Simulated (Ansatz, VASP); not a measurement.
**One calculation of Ta, two programs**

```
Ta
1.0
     0.00000    2.11219    2.11219
     2.11219    0.00000    2.11219
     2.11219    2.11219    0.00000
Ta
1
Direct
  0.00000 0.00000 0.00000
```

Alike in both runs: functional PBE; k mesh 16 × 16 × 16; occupations fermi-dirac, width 0.08 eV; no spin polarisation.

Ansatz relaxed the structure, and its values are those at the end. VASP's run is a single point on that final structure, the one shown.

|  | VASP | Ansatz |
| --- | --- | --- |
| version | VASP 6.6.1 | Ansatz 0.2.0 |
| potentials or method | VASP PAW PBE potentials, release 64 (Ta_pv) | PAW with Ansatz's default frozen-core files, scalar-relativistic |
| plane-wave cutoff (eV) | 520 | 420 |
| valence electrons in the cell | 11 | 13 |

```tsv
	VASP	Ansatz	Ansatz less VASP
pressure (GPa)	0.0	0.0	-0.02
```

With one functional, cell and mesh, what is left measures potentials, basis and numerics. VASP's potentials hold 11 valence electrons a cell and Ansatz's 13, so a difference there can come from the potentials and not from the codes.

Spin-orbit coupling is off throughout.
